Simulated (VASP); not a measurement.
## ScCd2: single point with PBE

ScCd2:

```
Sc Cd
1.0
     6.72890    0.00000    0.00000
     0.00000    6.72890    0.00000
     0.00000    0.00000    4.34314
Sc Cd
2 4
Direct
  0.00000 0.00000 0.00000
  0.50000 0.50000 0.50000
  0.30071 0.30071 0.00000
  0.19929 0.80071 0.50000
  0.69929 0.69929 0.00000
  0.80071 0.19929 0.50000
```

```yaml
Program: VASP 6.6.1
Task: single point
Functional: PBE
Potentials_or_basis: VASP PAW PBE potentials, release 64 (Sc_sv, Cd)
Cutoff: 520 eV
k_mesh: 4 × 4 × 4
Occupations: gaussian, width 0.1 eV
Spin: no spin polarisation
```

* Pressure: 0.3 GPa
* Largest force: 0.009 eV/Å
* Band gap on the k mesh: zero (band 35 reaches 1.50 eV, above the bottom of band 36 at -0.09 eV)

Forces in eV/Å, atoms in the order of the input:
```
Sc   0.000  0.000  0.000
Sc   0.000  0.000  0.000
Cd  -0.006 -0.006  0.000
Cd   0.006 -0.006  0.000
Cd   0.006  0.006  0.000
Cd  -0.006  0.006  0.000
```

Stress tensor (GPa, compression positive):
```
0.33 0.00 0.00
0.00 0.33 0.00
0.00 0.00 0.16
```

Levels at points of the mesh, in eV from the Fermi level:
| k point | band 32 | band 33 | band 34 | band 35 | band 36 | band 37 | band 38 | band 39 |
| --- | --- | --- | --- | --- | --- | --- | --- | --- |
| (0.00, 0.00, 0.00) | -2.71 | -1.29 | -1.06 | -0.22 | 0.58 | 0.58 | 1.26 | 1.29 |
| (0.50, 0.00, 0.00) | -2.43 | -0.91 | -0.91 | 0.47 | 0.47 | 0.69 | 0.69 | 1.26 |
| (0.50, 0.50, 0.00) | -3.57 | -0.46 | -0.46 | 0.55 | 0.55 | 0.70 | 0.70 | 1.32 |
| (0.00, 0.00, 0.50) | -2.34 | -0.16 | -0.16 | -0.12 | -0.12 | 0.04 | 0.04 | 0.61 |
| (0.50, 0.00, 0.50) | -3.09 | -1.04 | -1.04 | 0.32 | 0.32 | 0.62 | 0.62 | 0.82 |
| (0.50, 0.50, 0.50) | -2.68 | -1.52 | -1.52 | -1.05 | -1.05 | 0.63 | 0.63 | 1.07 |

It took 110 s on 1 thread of Intel(R) Xeon(R) 6975P-C (Granite Rapids), with other jobs on the host, peak memory 0.33 GiB.

Caveat: the k points lie up to 0.36 Å⁻¹ apart.
